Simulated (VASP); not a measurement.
# KCl (Pm-3m) in VASP: a series of runs

The runs below take KCl through single point, relaxation of cell and atoms, with PBE, HSE06.

Everything below comes from runs of VASP 6.6.1. Logs are shortened: lines on timing, memory, paths and dates and some standing lists are left out, and cuts for length are marked.

### 1 The cell of the first run

The structure is cubic, space group Pm-3m (No. 221). Conventional cell: a = 3.838 Å, b = 3.838 Å, c = 3.838 Å, α = 90.00°, β = 90.00°, γ = 90.00°. K (site symmetry m-3m) has 8 Cl at 3.32 Å and 6 K at 3.84 Å within 4.4 Å. Within 4.4 Å of Cl (site symmetry m-3m) lie 8 K at 3.32 Å and 6 Cl at 3.84 Å.

### 2 Single point, PBE

The input, INCAR:

```
SYSTEM = KCl
  PREC = Accurate
  ENCUT = 520
  EDIFF = 1E-7
  ISMEAR = 0
  SIGMA = 0.02
  LREAL = .False.
  LASPH = .True.
  NELM = 100
  ALGO = Normal
  ISIF = 2
  LWAVE = .False.
  LCHARG = .True.
  GGA = PE
  LELF = .True.
  LVHAR = .True.
  NBANDS = 15
```

The input, KPOINTS:

```
Automatic mesh
0
Gamma
  6 6 6
  0 0 0
```

The input, POSCAR:

```
KCl
1.0
    3.8375709993      0.0000000000      0.0000000000
    0.0000000000      3.8375709993      0.0000000000
    0.0000000000      0.0000000000      3.8375709993
K Cl
1 1
Direct
    0.0000000000      0.0000000000      0.0000000000
    0.5000000000      0.5000000000      0.5000000000
```

Potentials or basis: VASP PAW PBE potentials, release 64 (K_sv, Cl).

Started as:

```sh
cat potpaw_PBE.64/K_sv/POTCAR potpaw_PBE.64/Cl/POTCAR > POTCAR
mpirun -np 1 vasp_std > vasp.out
```

OUTCAR:

```text
SYSTEM = KCl
   PREC = Accurate
   ENCUT = 520
   EDIFF = 1E-7
   ISMEAR = 0
   LREAL = .False.
   LASPH = .True.
   NELM = 100
   ISIF = 2
   GGA = PE

 ion  position               nearest neighbor table
   1  0.000  0.000  0.000-
   2  0.500  0.500  0.500-

  LATTYP: Found a simple cubic cell.
 ALAT       =     3.8375709993

  Lattice vectors:

 A1 = (   3.8375709993,   0.0000000000,   0.0000000000)
 A2 = (   0.0000000000,   3.8375709993,   0.0000000000)
 A3 = (   0.0000000000,   0.0000000000,   3.8375709993)

Analysis of symmetry for initial positions (statically):
=====================================================================
 Subroutine PRICEL returns:
 Original cell was already a primitive cell.

 Routine SETGRP: Setting up the symmetry group for a
 simple cubic supercell.

 Subroutine GETGRP returns: Found 48 space group operations
 (whereof 48 operations were pure point group operations)
 out of a pool of 48 trial point group operations.

The static configuration has the point symmetry O_h .

Analysis of symmetry for dynamics (positions and initial velocities):
=====================================================================
 Subroutine PRICEL returns:
 Original cell was already a primitive cell.

 Routine SETGRP: Setting up the symmetry group for a
 simple cubic supercell.

 Subroutine GETGRP returns: Found 48 space group operations
 (whereof 48 operations were pure point group operations)
 out of a pool of 48 trial point group operations.

The dynamic configuration has the point symmetry O_h .

 Subroutine INISYM returns: Found 48 space group operations
 (whereof 48 operations are pure point group operations),
 and found     1 'primitive' translations

----------------------------------------------------------------------------------------

                                     Primitive cell

  volume of cell :      56.5157

  direct lattice vectors                    reciprocal lattice vectors
     3.837570999  0.000000000  0.000000000     0.260581498  0.000000000  0.000000000
     0.000000000  3.837570999  0.000000000     0.000000000  0.260581498  0.000000000
     0.000000000  0.000000000  3.837570999     0.000000000  0.000000000  0.260581498

  length of vectors
     3.837570999  3.837570999  3.837570999     0.260581498  0.260581498  0.260581498

  position of ions in fractional coordinates (direct lattice)
     0.000000000  0.000000000  0.000000000
     0.500000000  0.500000000  0.500000000

  ion indices of the primitive-cell ions
   primitive index   ion index
                 1           1
                 2           2

----------------------------------------------------------------------------------------

 KPOINTS: Automatic mesh

Automatic generation of k-mesh.
 Grid dimensions read from file:
 generate k-points for:    6    6    6

 Generating k-lattice:

  Cartesian coordinates                     Fractional coordinates (reciprocal lattice)
     0.043430250  0.000000000  0.000000000     0.166666667  0.000000000  0.000000000
     0.000000000  0.043430250  0.000000000     0.000000000  0.166666667  0.000000000
     0.000000000  0.000000000  0.043430250     0.000000000  0.000000000  0.166666667

  Length of vectors
     0.043430250  0.043430250  0.043430250

  Shift w.r.t. Gamma in fractional coordinates (k-lattice)
     0.000000000  0.000000000  0.000000000

 Subroutine IBZKPT returns following result:
 ===========================================

 Found     20 irreducible k-points:

 Following reciprocal coordinates:
            Coordinates               Weight
  0.000000  0.000000  0.000000      1.000000
  0.166667  0.000000  0.000000      6.000000
  0.333333  0.000000  0.000000      6.000000
  0.500000  0.000000  0.000000      3.000000
  0.166667  0.166667  0.000000     12.000000
  0.333333  0.166667  0.000000     24.000000
[... 12 lines left out ...]
  0.500000  0.500000  0.333333      6.000000
  0.500000  0.500000  0.500000      1.000000
   k-points           NKPTS =     20   k-points in BZ     NKDIM =     20   number of bands    NBANDS=     15
   number of dos      NEDOS =    301   number of ions     NIONS =      2
   total plane-waves  NPLWV =  27000
   dimension x,y,z NGX =    30 NGY =   30 NGZ =   30
   dimension x,y,z NGXF=    60 NGYF=   60 NGZF=   60
   ions per type =               1   1
   NGX,Y,Z   is equivalent  to a cutoff of  13.00, 13.00, 13.00 a.u.
   NGXF,Y,Z  is equivalent  to a cutoff of  25.99, 25.99, 25.99 a.u.
 SYSTEM =  KCl
   PREC   = accura    normal or accurate (medium, high low for compatibility)
   ISTART =      0    job   : 0-new  1-cont  2-samecut
   ICHARG =      2    charge: 1-file 2-atom 10-const
   ISPIN  =      1    spin polarized calculation?
   LNONCOLLINEAR =      F non collinear calculations
   LSORBIT =      F    spin-orbit coupling
   LASPH  =      T    aspherical Exc in radial PAW
   ENCUT  =  520.0 eV  38.22 Ry    6.18 a.u.   7.14  7.14  7.14*2*pi/ulx,y,z
   NELM   =    100;   NELMIN=  2; NELMDL= -5     # of ELM steps
   EDIFF  = 0.1E-06   stopping-criterion for ELM
   LREAL  =      F    real-space projection
   EDIFFG = 0.1E-05   stopping-criterion for IOM
   NSW    =      0    number of steps for IOM
   IBRION =     -1    ionic relax: 0-MD 1-quasi-New 2-CG
   NFREE  =      0    steps in history (QN), initial steepest desc. (CG)
   ISIF   =      2    stress and relaxation
   ISYM   =      2    0-nonsym 1-usesym 2-fastsym
   POTIM  = 0.5000    time-step for ionic-motion
   TEBEG  =    0.0;   TEEND  =   0.0 temperature during run
   PSTRESS=    0.0 pullay stress
   NELECT =      16.0000    total number of electrons
   NUPDOWN=      -1.0000    fix difference up-down
   EMIN   =  10.00;   EMAX   =-10.00  energy-range for DOS
   EFERMI =   0.00;   METHOD = LEGACY
   ISMEAR =     0;   SIGMA  =   0.02  broadening in eV -4-tet -1-fermi 0-gaus
   EFERMI_NEDOS =   21; number of points for ismear=-14 and -15
   IALGO  =     38    algorithm
   IMIX   =      4    mixing-type and parameters
     AMIX     =   0.40;   BMIX     =  1.00
     AMIX_MAG =   1.60;   BMIX_MAG =  1.00
  volume/ion in A,a.u.               =      28.26       190.69
  Fermi-wavevector in a.u.,A,eV,Ry     =   1.074959  2.031377 15.722021  1.155536
  Thomas-Fermi vector in A             =   2.210802
   LORBIT       =      0    0 simple, 1 ext, 2 COOP (PROOUT), +10 PAW based schemes
   GGA     = PE    functional components
   LHFCALC =     F    Hartree Fock is set to
   AEXX    =    0.0000 exact exchange contribution
   IVDW    =     0    specifies the selected vdW correction
   LEPSILON=     F    determine dielectric tensor
   LRPA    =     F    only Hartree local field effects (RPA)
 non-spin polarized calculation
 Gauss-broadening in eV      SIGMA  =   0.02
  energy-cutoff  :      520.00
  volume of cell :       56.52
 maximum number of plane-waves:      1568
 NGX is ok and might be reduce to    30
   NGX = 15   NGY = 15   NGZ = 15

 number of electron      16.0000007 magnetization

 Free energy of the ion-electron system (eV)
  ---------------------------------------------------
  ext. energy  EPLUGINS =         0.00000000
  ---------------------------------------------------
  free energy    TOTEN  =        -6.65527721 eV

  energy without entropy =       -6.65527721  energy(sigma->0) =       -6.65527721

 E-fermi :  -0.6715     XC(G=0):  -8.0768

 val. band max:       -0.8266179660   @ k =   0.5000   0.5000   0.0000
 cond. band min:       3.9751883213   @ k =   0.0000   0.0000   0.0000
 fundamental gap:      4.8018062873
 Fermi energy:        -0.6714780240

 k-point     1 :       0.0000    0.0000    0.0000
  band No.  band energies     occupation
      1     -28.8882      2.00000
      2     -13.3955      2.00000
      3     -12.2743      2.00000
      4     -12.2743      2.00000
      5     -12.2743      2.00000
      6      -1.0299      2.00000
      7      -1.0299      2.00000
      8      -1.0299      2.00000
      9       3.9752      0.00000
     10       5.7414      0.00000
     11       5.7414      0.00000
     12       9.8159      0.00000
     13       9.8159      0.00000
     14       9.8159      0.00000
     15      12.7960      0.00000

 k-point     2 :       0.1667    0.0000    0.0000
  band No.  band energies     occupation
      1     -28.8834      2.00000
      2     -13.4393      2.00000
      3     -12.2668      2.00000
      4     -12.2668      2.00000
      5     -12.2395      2.00000
      6      -1.5058      2.00000
      7      -1.0313      2.00000
      8      -1.0313      2.00000
      9       4.5858      0.00000
     10       5.9652      0.00000
     11       6.2728      0.00000
     12       9.7171      0.00000
     13       9.7171      0.00000
     14       9.9426      0.00000
     15      11.8386      0.00000

 k-point     3 :       0.3333    0.0000    0.0000
  band No.  band energies     occupation
      1     -28.8739      2.00000
      2     -13.5281      2.00000
      3     -12.2517      2.00000
      4     -12.2517      2.00000
      5     -12.1636      2.00000
      6      -2.2631      2.00000
      7      -1.0349      2.00000
      8      -1.0349      2.00000
      9       5.8673      0.00000
     10       6.5739      0.00000
     11       7.2634      0.00000
     12       9.6285      0.00000
     13       9.6285      0.00000
     14      10.2151      0.00000
     15      10.2356      0.00000
[... 271 lines left out ...]
 k-point    19 :       0.5000    0.5000    0.3333
  band No.  band energies     occupation
      1     -28.8388      2.00000
      2     -13.0307      2.00000
      3     -12.4560      2.00000
      4     -12.4560      2.00000
      5     -12.3885      2.00000
      6      -2.1055      2.00000
      7      -2.1055      2.00000
      8      -1.8536      2.00000
      9       7.0642      0.00000
     10       7.9513      0.00000
     11       7.9513      0.00000
     12       8.4373      0.00000
     13       9.4362      0.00000
     14       9.4362      0.00000
     15      11.3810      0.00000

 k-point    20 :       0.5000    0.5000    0.5000
  band No.  band energies     occupation
      1     -28.8346      2.00000
      2     -12.9954      2.00000
      3     -12.4429      2.00000
      4     -12.4429      2.00000
      5     -12.4429      2.00000
      6      -2.1355      2.00000
      7      -2.1355      2.00000
      8      -2.1355      2.00000
      9       7.9832      0.00000
     10       7.9832      0.00000
     11       7.9832      0.00000
     12       9.0604      0.00000
     13       9.0604      0.00000
     14       9.0604      0.00000
     15      11.4085      0.00000

------------------------ aborting loop because EDIFF is reached ----------------------------------------

  FORCE on cell =-STRESS in cart. coord.  units (eV):
  Direction    XX          YY          ZZ          XY          YZ          ZX
  --------------------------------------------------------------------------------------
  -------------------------------------------------------------------------------------
  Total       -0.0068171     -0.0068171     -0.0068171      0.0000000      0.0000000     -0.0000000
  in kB       -0.1932599     -0.1932599     -0.1932599      0.0000000      0.0000000     -0.0000000
  external PRESSURE =      -0.1932599 kB  Pullay stress =       0.0000000 kB

 VOLUME and BASIS-vectors are now :
 -----------------------------------------------------------------------------
  energy-cutoff  :      520.00
  volume of cell :       56.52
      direct lattice vectors                 reciprocal lattice vectors
     3.837570999  0.000000000  0.000000000     0.260581498  0.000000000  0.000000000
     0.000000000  3.837570999  0.000000000     0.000000000  0.260581498  0.000000000
     0.000000000  0.000000000  3.837570999     0.000000000  0.000000000  0.260581498

 POSITION                                       TOTAL-FORCE (eV/Angst)
 -----------------------------------------------------------------------------------
      0.00000      0.00000      0.00000         0.000000      0.000000      0.000000
      1.91879      1.91879      1.91879         0.000000      0.000000      0.000000
 -----------------------------------------------------------------------------------
    total drift:                                0.000000      0.000000     -0.000000

  FREE ENERGIE OF THE ION-ELECTRON SYSTEM (eV)
  ---------------------------------------------------
  free  energy   TOTEN  =        -6.6552772051 eV

  energy  without entropy=       -6.6552772051  energy(sigma->0) =       -6.65527721
```

Run time: 14 s. Hardware: 1 thread of Intel Xeon 6975P-C (Granite Rapids), shared host; peak memory 0.17 GiB.

Results:

- Free energy: -6.6553 eV
- Pressure: 0.0 GPa
- Band gap on the k mesh: 4.80 eV (least direct gap 5.01 eV)

Levels at points of the mesh, in eV from the valence-band top:
```tsv
k point	band 4	band 5	band 6	band 7	band 8	band 9	band 10	band 11	band 12	band 13
(0.00, 0.00, 0.00)	-11.45	-11.45	-0.20	-0.20	-0.20	4.80	6.57	6.57	10.64	10.64
(0.50, 0.00, 0.00)	-11.42	-11.30	-1.76	-0.21	-0.21	7.71	7.91	8.24	10.14	10.49
(0.50, 0.50, 0.00)	-11.67	-11.39	-1.19	-1.19	0.00	6.19	7.28	8.94	8.94	11.35
(0.50, 0.50, 0.50)	-11.62	-11.62	-1.31	-1.31	-1.31	8.81	8.81	8.81	9.89	9.89
```

(Continued in part 2 of 2.)
